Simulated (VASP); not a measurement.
Set up this calculation in VASP 6.6.1, as the native input.

| Quantity | Value |
| --- | --- |
| Task | single point |
| Functional | PBE-based screened hybrid with 10 % exact exchange |
| Potentials or basis | VASP PAW PBE potentials, release 64 (P) |
| Cutoff | 520 eV |
| k mesh | 5 × 5 × 4 |
| Occupations | fermi-dirac, width 0.05 eV |
| Spin | no spin polarisation |
| Dipole correction | no |
| Grid for exact exchange (PRECFOCK) | Normal |
| Share of exact exchange | 0.1 |
| Further INCAR settings | ALGO = Normal; EDIFF = 1e-07; NBANDS = 18 |
| Screening parameter | 0.20787 1/Å |

P:

```
P
1.0
     1.64774   -5.46504    0.00000
     1.64774    5.46504    0.00000
     0.00000    0.00000    4.54364
P
4
Direct
  0.90414 0.09586 0.58882
  0.09586 0.90414 0.41118
  0.59586 0.40414 0.08882
  0.40414 0.59586 0.91118
```

One way to write it, as run:

POSCAR

```
P
1.0
    1.6477431241     -5.4650377251      0.0000000000
    1.6477431241      5.4650377251      0.0000000000
    0.0000000000      0.0000000000      4.5436355900
P
4
Direct
    0.9041431300      0.0958568700      0.5888151700
    0.0958568700      0.9041431300      0.4111848300
    0.5958568700      0.4041431300      0.0888151700
    0.4041431300      0.5958568700      0.9111848300
```

INCAR.step1

```
SYSTEM = P
ALGO = Normal
EDIFF = 1E-5
ENCUT = 520
GGA = PE
ISIF = 2
ISMEAR = -1
LASPH = .TRUE.
LREAL = .FALSE.
LUSENCCL = .FALSE.
LWAVE = .TRUE.
NBANDS = 18
NELM = 80
PREC = Accurate
SIGMA = 0.05
```

INCAR.step2

```
SYSTEM = P
AEXX = 0.1
ALGO = Normal
EDIFF = 1E-7
ENCUT = 520
GGA = PE
HFSCREEN = 0.2078699
ISIF = 2
ISMEAR = -1
ISTART = 1
LASPH = .TRUE.
LCHARG = .TRUE.
LELF = .TRUE.
LHFCALC = .TRUE.
LREAL = .FALSE.
LUSENCCL = .FALSE.
LVHAR = .TRUE.
LWAVE = .FALSE.
NBANDS = 18
NELM = 80
PREC = Accurate
PRECFOCK = Normal
SIGMA = 0.05
```

KPOINTS

```
k-points
0
G
  5 5 4
  0 0 0
```

Potentials or basis: VASP PAW PBE potentials, release 64 (P).

The run is started by

```bash
$ cat potpaw_PBE.64/P/POTCAR > POTCAR
$ cp INCAR.step1 INCAR
$ mpirun -np 1 vasp_std > vasp.out
$ cp INCAR.step2 INCAR
$ mpirun -np 1 vasp_std > vasp.out
```

Results of the run:

```json
{
 "Pressure": "0.8 GPa",
 "Largest force": "0.176 eV/Å",
 "Band gap on the k mesh": "0.67 eV"
}
```

Caveat: the PAW data sets were made with another functional, which shifts forces and pressure a little; an odd mesh through Γ misses points on the zone boundary, where band edges can lie.

It took 31 min on 1 × NVIDIA H100 80GB with 1 thread of AMD EPYC 7R13 Processor (Zen 3) (shared host), peak memory 1.3 GiB.
